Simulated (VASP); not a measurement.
# PbS (Cmcm) in VASP: settings compared, part 2 of 2

VASP 6.6.1. The steps go on from the part before.

### 3 Single point, PBE

This run uses another cell than the first one, of 25.80 Å³/atom.

The input, INCAR:

```
ALGO     = Normal         # electronic algorithm
EDIFF    = 1E-6           # SCF threshold, eV
ENCUT    = 520            # plane-wave cutoff, eV
GGA      = PE             # functional
ISIF     = 2              # what is computed and relaxed
ISMEAR   = 0              # smearing method
LASPH    = True           # aspherical terms in the spheres
LCHARG   = True           # write CHGCAR
LELF     = True           # ELF
LREAL    = False          # projectors in reciprocal space
LVHAR    = True         
LWAVE    = False          # write WAVECAR
NBANDS   = 28             # bands
NELM     = 100            # most SCF steps
PREC     = Accurate       # precision mode
SIGMA    = 0.01           # smearing width, eV
```

The input, KPOINTS:

```
k-points
0
Gamma
  4 4 4
```

The input, POSCAR:

```
PbS
1.0
    2.0637484134     -5.8692756837      0.0000000000
    2.0637484134      5.8692756837      0.0000000000
    0.0000000000      0.0000000000      4.2604423684
Pb S
2 2
Direct
    0.8722772593      0.1277227407      0.7500000000
    0.1277227407      0.8722772593      0.2500000000
    0.6436799881      0.3563200119      0.7500000000
    0.3563200119      0.6436799881      0.2500000000
```

Potentials or basis: VASP PAW PBE potentials, release 64 (Pb_d, S).

Launch:

```console
cat potpaw_PBE.64/Pb_d/POTCAR potpaw_PBE.64/S/POTCAR > POTCAR
mpirun -np 1 vasp_std > vasp.out
```

OUTCAR:

```text
EDIFF = 1E-6
   ENCUT = 520
   GGA = PE
   ISIF = 2
   ISMEAR = 0
   LASPH = True
   LREAL = False
   NELM = 100
   PREC = Accurate

 ion  position               nearest neighbor table
   1  0.872  0.128  0.750-   3 2.68   4 2.97   4 2.97   4 2.97   4 2.97   2 3.68   2 3.68   2 4.13
                             2 4.13   2 4.13   2 4.13
   2  0.128  0.872  0.250-   4 2.68   3 2.97   3 2.97   3 2.97   3 2.97   1 3.68   1 3.68   1 4.13
                             1 4.13   1 4.13   1 4.13
   3  0.644  0.356  0.750-   1 2.68   2 2.97   2 2.97   2 2.97   2 2.97
   4  0.356  0.644  0.250-   2 2.68   1 2.97   1 2.97   1 2.97   1 2.97

  LATTYP: Found a base centered orthorhombic cell.
 ALAT       =     4.1274968268
 B/A-ratio  =     2.8439879811
 C/A-ratio  =     1.0322097259

  Lattice vectors:

 A1 = (   2.0637484134,  -5.8692756837,   0.0000000000)
 A2 = (   2.0637484134,   5.8692756837,   0.0000000000)
 A3 = (   0.0000000000,   0.0000000000,   4.2604423684)

Analysis of symmetry for initial positions (statically):
=====================================================================
 Subroutine PRICEL returns:
 Original cell was already a primitive cell.

 Routine SETGRP: Setting up the symmetry group for a
 base centered orthorhombic supercell.

 Subroutine GETGRP returns: Found  8 space group operations
 (whereof  4 operations were pure point group operations)
 out of a pool of  8 trial point group operations.

The static configuration has the point symmetry C_2h.
 The point group associated with its full space group is D_2h.

Analysis of symmetry for dynamics (positions and initial velocities):
=====================================================================
 Subroutine PRICEL returns:
 Original cell was already a primitive cell.

 Routine SETGRP: Setting up the symmetry group for a
 base centered orthorhombic supercell.

 Subroutine GETGRP returns: Found  8 space group operations
[... 122 lines left out ...]
   IMIX   =      4    mixing-type and parameters
     AMIX     =   0.40;   BMIX     =  1.00
     AMIX_MAG =   1.60;   BMIX_MAG =  1.00
  volume/ion in A,a.u.               =      25.80       174.13
  Fermi-wavevector in a.u.,A,eV,Ry     =   1.193584  2.255546 19.383429  1.424642
  Thomas-Fermi vector in A             =   2.329594
   LORBIT       =      0    0 simple, 1 ext, 2 COOP (PROOUT), +10 PAW based schemes
   GGA     = PE    functional components
   LHFCALC =     F    Hartree Fock is set to
   AEXX    =    0.0000 exact exchange contribution
   IVDW    =     0    specifies the selected vdW correction
   LEPSILON=     F    determine dielectric tensor
   LRPA    =     F    only Hartree local field effects (RPA)
 non-spin polarized calculation
 Gauss-broadening in eV      SIGMA  =   0.01
  energy-cutoff  :      520.00
  volume of cell :      103.21
 maximum number of plane-waves:      2810
 NGX is ok and might be reduce to    48
   NGX = 23   NGY = 23   NGZ = 15

 number of electron      40.0000009 magnetization

 Free energy of the ion-electron system (eV)
  ---------------------------------------------------
  ext. energy  EPLUGINS =         0.00000000
  ---------------------------------------------------
  free energy    TOTEN  =       -17.36201850 eV

  energy without entropy =      -17.36201850  energy(sigma->0) =      -17.36201850

 E-fermi :   5.3071     XC(G=0):  -9.7556

 val. band max:        5.1813143522   @ k =   0.0000   0.0000   0.5000
 cond. band min:       6.4401969967   @ k =   0.5000   0.5000   0.0000
 fundamental gap:      1.2588826446
 Fermi energy:         5.3070930769

 k-point     1 :       0.0000    0.0000    0.0000
  band No.  band energies     occupation
      1     -11.1451      2.00000
      2     -11.0427      2.00000
      3     -11.0385      2.00000
      4     -11.0254      2.00000
      5     -10.9826      2.00000
      6     -10.9811      2.00000
[... 640 lines left out ...]
     27      13.9040      0.00000
     28      13.9040      0.00000

------------------------ aborting loop because EDIFF is reached ----------------------------------------

  FORCE on cell =-STRESS in cart. coord.  units (eV):
  Direction    XX          YY          ZZ          XY          YZ          ZX
  --------------------------------------------------------------------------------------
  -------------------------------------------------------------------------------------
  Total        1.2034644      1.4163056      1.1764457      0.0000000      0.0000000      0.0000000
  in kB       18.6817636     21.9857662     18.2623441      0.0000000      0.0000000      0.0000000
  external PRESSURE =      19.6432913 kB  Pullay stress =       0.0000000 kB

 VOLUME and BASIS-vectors are now :
 -----------------------------------------------------------------------------
  energy-cutoff  :      520.00
  volume of cell :      103.21
      direct lattice vectors                 reciprocal lattice vectors
     2.063748413 -5.869275684  0.000000000     0.242277594 -0.085189387  0.000000000
     2.063748413  5.869275684  0.000000000     0.242277594  0.085189387  0.000000000
     0.000000000  0.000000000  4.260442368     0.000000000  0.000000000  0.234717410

 POSITION                                       TOTAL-FORCE (eV/Angst)
 -----------------------------------------------------------------------------------
      2.06375     -4.37000      3.19533         0.000000     -0.061854      0.000000
      2.06375      4.37000      1.06511         0.000000      0.061854      0.000000
      2.06375     -1.68659      3.19533         0.000000      0.090747     -0.000000
      2.06375      1.68659      1.06511         0.000000     -0.090747     -0.000000
 -----------------------------------------------------------------------------------
    total drift:                                0.000000      0.000000     -0.000000

  FREE ENERGIE OF THE ION-ELECTRON SYSTEM (eV)
  ---------------------------------------------------
  free  energy   TOTEN  =       -17.3620185020 eV

  energy  without entropy=      -17.3620185020  energy(sigma->0) =      -17.36201850
```

stdout:

```text
POSCAR found type information on POSCAR PbS
 POSCAR found :  2 types and       4 ions
 scaLAPACK will be used
 LDA part: xc-table for (Slater+PW92), standard interpolation
 POSCAR, INCAR and KPOINTS ok, starting setup
 FFT: planning ... GRIDC
 FFT: planning ... GRID_SOFT
 FFT: planning ... GRID
 WAVECAR not read
 entering main loop
```

Run time: 1.8 min. Hardware: 1 thread of AMD EPYC 7R13, shared host; peak memory 0.24 GiB.

What came out:

```
Free energy            : -17.3620 eV
Pressure               : 2.0 GPa
Largest force          : 0.091 eV/Å
Band gap on the k mesh : 1.26 eV (least direct gap 1.66 eV)
```

Forces on the atoms (eV/Å):
```
Pb   0.000 -0.062  0.000
Pb   0.000  0.062  0.000
S    0.000  0.091  0.000
S    0.000 -0.091  0.000
```

Stress tensor (GPa, compression positive):
```
1.87 0.00 0.00
0.00 2.20 0.00
0.00 0.00 1.83
```

Levels at points of the mesh, in eV from the valence-band top:
```
           k point  band 16  band 17  band 18  band 19  band 20  band 21  band 22  band 23  band 24  band 25
(0.00, 0.00, 0.00)    -2.97    -2.31    -1.65    -1.43    -0.45     4.76     4.80     5.00     5.63     6.07
(0.50, 0.00, 0.00)    -1.99    -1.33    -1.12    -0.30    -0.27     1.90     1.93     2.21     3.12     3.32
(0.50, 0.50, 0.00)    -2.58    -1.89    -1.74    -1.24    -0.40     1.26     4.51     4.91     4.99     5.74
(0.00, 0.00, 0.50)    -2.78    -1.06    -1.06     0.00     0.00     1.90     1.90     2.86     2.86     5.25
(0.50, 0.00, 0.50)    -4.29    -3.16    -3.16    -1.35    -1.35     3.48     3.48     5.44     5.44     6.52
(0.50, 0.50, 0.50)    -1.18    -1.09    -1.09    -0.43    -0.43     1.83     1.83     3.35     3.35     3.67
```

Caveat: spin-orbit coupling is left out, which moves the levels of the heavy elements.

### 4 Single point, PBE+D3(BJ)

This run uses another cell than the first one, of 25.51 Å³/atom.

The input, INCAR:

```
SYSTEM = PbS
PREC     = Accurate       ! precision mode
ENCUT    = 520            ! plane-wave cutoff, eV
EDIFF    = 1E-6           ! SCF threshold, eV
ISMEAR   = -1             ! smearing method
SIGMA    = 0.02           ! smearing width, eV
LREAL    = .False.        ! projectors in reciprocal space
LASPH    = .True.         ! aspherical terms in the spheres
NELM     = 60             ! most SCF steps
ALGO     = Normal         ! electronic algorithm
ISIF     = 2              ! what is computed and relaxed
LWAVE    = .False.        ! write WAVECAR
LCHARG   = .False.        ! write CHGCAR
GGA      = PE             ! functional
IVDW     = 12             ! dispersion correction
NBANDS   = 28             ! bands
```

The input, KPOINTS:

```
Automatic mesh
0
Gamma
  6 6 6
  0 0 0
```

The input, POSCAR:

```
PbS
1.0
    2.0549625746     -5.8169553139      0.0000000000
    2.0549625746      5.8169553139      0.0000000000
    0.0000000000      0.0000000000      4.2686387784
Pb S
2 2
Direct
    0.8730389808      0.1269610192      0.7500000000
    0.1269610192      0.8730389808      0.2500000000
    0.6405164257      0.3594835743      0.7500000000
    0.3594835743      0.6405164257      0.2500000000
```

Potentials or basis: VASP PAW PBE potentials, release 64 (Pb_d, S).

Launch:

```console
cat potpaw_PBE.64/Pb_d/POTCAR potpaw_PBE.64/S/POTCAR > POTCAR
mpirun -np 1 vasp_std > vasp.out
```

OUTCAR:

```text
SYSTEM = PbS
   PREC = Accurate
   ENCUT = 520
   EDIFF = 1E-6
   ISMEAR = -1
   LREAL = .False.
   LASPH = .True.
   NELM = 60
   ISIF = 2
   GGA = PE
   IVDW = 12
 IVDW          = 12

 ion  position               nearest neighbor table
   1  0.873  0.127  0.750-   3 2.71   4 2.97   4 2.97   4 2.97   4 2.97   2 3.64   2 3.64   2 4.12
                             2 4.12   2 4.12   2 4.12
   2  0.127  0.873  0.250-   4 2.71   3 2.97   3 2.97   3 2.97   3 2.97   1 3.64   1 3.64   1 4.12
                             1 4.12   1 4.12   1 4.12
   3  0.641  0.359  0.750-   1 2.71   2 2.97   2 2.97   2 2.97   2 2.97
[... 954 lines left out ...]
  --------------------------------------------------------------------------------------
  -------------------------------------------------------------------------------------
  Total      -0.03259    -0.05801    -0.03704     0.00000    -0.00000     0.00000
  in kB      -0.51173    -0.91081    -0.58145     0.00000    -0.00000     0.00000
  external pressure =       -0.67 kB  Pullay stress =        0.00 kB

 VOLUME and BASIS-vectors are now :
 -----------------------------------------------------------------------------
  energy-cutoff  :      520.00
  volume of cell :      102.05
      direct lattice vectors                 reciprocal lattice vectors
     2.054962575 -5.816955314  0.000000000     0.243313434 -0.085955620  0.000000000
     2.054962575  5.816955314  0.000000000     0.243313434  0.085955620  0.000000000
     0.000000000  0.000000000  4.268638778     0.000000000  0.000000000  0.234266719

 POSITION                                       TOTAL-FORCE (eV/Angst)
 -----------------------------------------------------------------------------------
      2.05496     -4.33990      3.20148         0.000000      0.004282     -0.000000
      2.05496      4.33990      1.06716         0.000000     -0.004282      0.000000
      2.05496     -1.63476      3.20148         0.000000      0.002067     -0.000000
      2.05496      1.63476      1.06716         0.000000     -0.002067      0.000000
 -----------------------------------------------------------------------------------
    total drift:                               -0.000000     -0.000000     -0.000000

  FREE ENERGIE OF THE ION-ELECTRON SYSTEM (eV)
  ---------------------------------------------------
  free  energy   TOTEN  =       -18.7681479005 eV

  energy  without entropy=      -18.7681479005  energy(sigma->0) =      -18.76814790
```

stdout:

```text
POSCAR found type information on POSCAR PbS
 POSCAR found :  2 types and       4 ions
 scaLAPACK will be used
 LDA part: xc-table for (Slater+PW92), standard interpolation
 POSCAR, INCAR and KPOINTS ok, starting setup
 FFT: planning ... GRIDC
 FFT: planning ... GRID_SOFT
 FFT: planning ... GRID
 WAVECAR not read
 entering main loop
```

It took 3.9 min on 1 thread of AMD EPYC 7R13, shared host; peak memory 0.3 GiB.

Results:

| Item | Value |
| --- | --- |
| Free energy | -18.7681 eV |
| Pressure | -0.1 GPa |
| Largest force | 0.004 eV/Å |
| Band gap on the k mesh | 1.22 eV (least direct gap 1.28 eV) |
| Dispersion energy per atom | -0.357 eV |

Forces on the atoms (eV/Å):
```
Pb   0.000  0.004  0.000
Pb   0.000 -0.004  0.000
S    0.000  0.002  0.000
S    0.000 -0.002  0.000
```

Levels at points of the mesh, in eV from the valence-band top:
```csv
k point,band 17,band 18,band 19,band 20,band 21,band 22,band 23,band 24
"(0.00, 0.00, 0.00)",-2.37,-1.81,-1.57,-0.63,4.57,4.70,4.97,5.51
"(0.50, 0.00, 0.00)",-1.47,-1.21,-0.43,-0.32,1.76,1.77,2.01,2.93
"(0.50, 0.50, 0.00)",-2.11,-1.73,-1.35,-0.61,1.22,4.43,4.73,4.82
"(0.00, 0.00, 0.50)",-1.15,-1.15,-0.05,-0.05,1.78,1.78,2.74,2.74
"(0.50, 0.00, 0.50)",-3.36,-3.36,-1.44,-1.44,3.34,3.34,5.46,5.46
"(0.50, 0.50, 0.50)",-1.16,-1.16,-0.49,-0.49,1.66,1.66,3.27,3.27
```

Caveat: spin-orbit coupling is left out, which moves the levels of the heavy elements.

### 5 Single point, PBE

This run uses another cell than the first one, of 25.80 Å³/atom.

The input, INCAR:

```
PREC = Accurate ; ENCUT = 520
EDIFF = 1E-6 ; ISMEAR = -1
SIGMA = 0.02 ; LREAL = F
LASPH = T ; NELM = 60
ALGO = Normal ; ISIF = 2
LWAVE = F ; LCHARG = F
GGA = PE ; NBANDS = 28
```

The input, KPOINTS:

```
regular mesh
0
Gamma
  6 6 6
```

The input, POSCAR:

```
PbS
1.0
    2.0637484134     -5.8692756837      0.0000000000
    2.0637484134      5.8692756837      0.0000000000
    0.0000000000      0.0000000000      4.2604423684
Pb S
2 2
Direct
    0.8722772593      0.1277227407      0.7500000000
    0.1277227407      0.8722772593      0.2500000000
    0.6436799881      0.3563200119      0.7500000000
    0.3563200119      0.6436799881      0.2500000000
```

Launch:

```console
cat potpaw_PBE.64/Pb_d/POTCAR potpaw_PBE.64/S/POTCAR > POTCAR
mpirun -np 1 vasp_std > vasp.out
```

Wall time 3.6 min (1 thread of AMD EPYC 7R13, shared host); peak memory 0.3 GiB.

The run converged. Its results:

```yaml
Free_energy: -17.3495 eV
Pressure: 2.1 GPa
Largest_force: 0.125 eV/Å
Band_gap_on_the_k_mesh: 1.17 eV (least direct gap 1.32 eV)
```

Forces in eV/Å, atoms in the order of the input:
```
Pb   0.000 -0.064  0.000
Pb   0.000  0.064  0.000
S    0.000  0.125  0.000
S    0.000 -0.125  0.000
```

Stress tensor (GPa, compression positive):
```
1.90 0.00 0.00
0.00 2.39 0.00
0.00 0.00 1.90
```

Levels at points of the mesh, in eV from the valence-band top:
```tsv
k point	band 18	band 19	band 20	band 21	band 22	band 23
(0.00, 0.00, 0.00)	-1.73	-1.51	-0.54	4.67	4.71	4.91
(0.50, 0.00, 0.00)	-1.20	-0.39	-0.35	1.82	1.85	2.13
(0.50, 0.50, 0.00)	-1.82	-1.32	-0.49	1.17	4.42	4.82
(0.00, 0.00, 0.50)	-1.14	-0.08	-0.08	1.82	1.82	2.78
(0.50, 0.00, 0.50)	-3.25	-1.44	-1.44	3.39	3.39	5.36
(0.50, 0.50, 0.50)	-1.18	-0.51	-0.51	1.74	1.74	3.27
```

Caveat: spin-orbit coupling is left out, which moves the levels of the heavy elements. A k mesh can miss the band edges.

### 6 Overview

| task | level | cell | k mesh | cutoff (eV) | smearing | gap on the mesh (eV) | pressure (GPa) | largest force (eV/Å) |
| --- | --- | --- | --- | --- | --- | --- | --- | --- |
| relaxation of cell and atoms | PBE+D3(BJ) | relaxed from a = 6.342, b = 6.342, c = 4.279 Å, angles 90.0, 90.0, 141.7°, 4 atoms, atomic positions A | 6 × 6 × 6 | 600 | fermi-dirac 0.02 eV | 1.23 | 0.0 | - |
| single point | PBE | a = 6.222, b = 6.222, c = 4.260 Å, angles 90.0, 90.0, 141.3°, 4 atoms, atomic positions B | 4 × 4 × 4 | 520 | gaussian 0.01 eV | 1.26 | 2.0 | 0.09 |
| single point | PBE+D3(BJ) | a = 6.169, b = 6.169, c = 4.269 Å, angles 90.0, 90.0, 141.1°, 4 atoms, atomic positions C | 6 × 6 × 6 | 520 | fermi-dirac 0.02 eV | 1.22 | -0.1 | - |
| single point | PBE | a = 6.222, b = 6.222, c = 4.260 Å, angles 90.0, 90.0, 141.3°, 4 atoms, atomic positions B | 6 × 6 × 6 | 520 | fermi-dirac 0.02 eV | 1.17 | 2.1 | 0.12 |

Alike in all rows: potentials or basis VASP PAW PBE potentials, release 64 (Pb_d, S); no spin polarisation.

Caveats: spin-orbit coupling is left out, which moves the levels of the heavy elements.

Total energies depend on the potentials used, so only differences within one code and one set of settings carry meaning.
